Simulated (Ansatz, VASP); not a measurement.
# Two plane-wave programs on NaCl

File INCAR:

```
SYSTEM = NaCl
  ALGO = Normal
  EDIFF = 1E-6
  ENCUT = 520
  GGA = PS
  ISIF = 2
  ISMEAR = 0
  LASPH = .TRUE.
  LCHARG = .FALSE.
  LREAL = .FALSE.
  LWAVE = .FALSE.
  NBANDS = 14
  NELM = 80
  PREC = Accurate
  SIGMA = 0.05
```

The input KPOINTS:

```
k-points
0
G
  8 8 8
  0 0 0
```

Contents of POSCAR:

```
NaCl
1.0
    0.0000000000      3.0762623834      2.3994846590
    3.0762623834      0.0000000000      2.3994846590
    3.0762623834      3.0762623834      0.0000000000
Na Cl
1 1
Direct
    0.0000000000      0.0000000000      0.0000000000
    0.5000000000      0.5000000000      0.5000000000
```

Input for Ansatz:

```yaml
crystal:
  lattice:
    - [0.0, 3.0762623834, 2.399484659]
    - [3.0762623834, 0.0, 2.399484659]
    - [3.0762623834, 3.0762623834, 0.0]
  atoms:
    - { symbol: Na, position: [0.0, 0.0, 0.0] }
    - { symbol: Cl, position: [0.5, 0.5, 0.5] }
basis:
  ecutwfc: 420
kpoints:
  mp_grid: { grid: [8, 8, 8] }
hamiltonian:
  xc: pbesol
scf:
  occupations: { method: gaussian, width: 0.05 }
output:
  forces: true
  stress: true
  eigenvalues: true
```

Alike in both runs: task single point; functional PBEsol; k mesh 8 × 8 × 8; occupations gaussian, width 0.05 eV; no spin polarisation.

|  | VASP | Ansatz |
| --- | --- | --- |
| version | VASP 6.6.1 | Ansatz 0.2.0 |
| potentials or method | VASP PAW PBE potentials, release 64 (Na_pv, Cl), cutoff 520 eV | scalar-relativistic, plane waves, PAW |
| valence electrons in the cell | 14 | 16 |

Ansatz gave:

```
gap on the k mesh at the Fermi level (eV)                     : 4.86
least direct gap on the mesh (eV)                             : 4.86
pressure (GPa)                                                : 3.9
traceless stress, the component that is largest in VASP (GPa) : 11.74
```

Task: Estimate VASP's values.

Result: gap on the k mesh at the Fermi level (eV): 4.85; least direct gap on the mesh (eV): 4.85; pressure (GPa): 4.0; traceless stress, the component that is largest in VASP (GPa): 11.98.

VASP's potentials were made for PBE, not for PBEsol. VASP's potentials hold 14 valence electrons a cell and Ansatz's 16, so a difference there can come from the potentials and not from the codes.
